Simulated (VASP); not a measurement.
Crystal: SiO2.

```
Si O
1.0
     4.18519    0.00000    0.00000
     0.00000    4.18519    0.00000
     0.00000    0.00000    2.66884
Si O
2 4
Direct
  0.00000 0.00000 0.00000
  0.50000 0.50000 0.50000
  0.30610 0.30610 0.00000
  0.19390 0.80610 0.50000
  0.80610 0.19390 0.50000
  0.69390 0.69390 0.00000
```

Base run:

- Program: VASP 6.6.1
- Functional: r2SCAN
- Potentials or basis: VASP PAW PBE potentials, release 64 (Si, O)
- Cutoff: 520 eV
- k mesh: 6 × 6 × 10
- Occupations: gaussian, width 0.01 eV
- Spin: no spin polarisation

Its results: band gap on the k mesh 6.51 eV, direct; pressure 0.4 GPa; largest force 0.021 eV/Å.

Q: The run is repeated on the same cell with these changes: functional from r2SCAN to LDA; potentials or basis from VASP PAW PBE potentials, release 64 (Si, O) to VASP PAW LDA potentials, release 64 (Si, O). What comes out?

A: Band gap on the k mesh 5.54 eV, direct; pressure -4.1 GPa; largest force 0.004 eV/Å.

Caveats: the PAW data sets were made with another functional, which shifts forces and pressure a little (some runs).

A k mesh can miss the band edges.
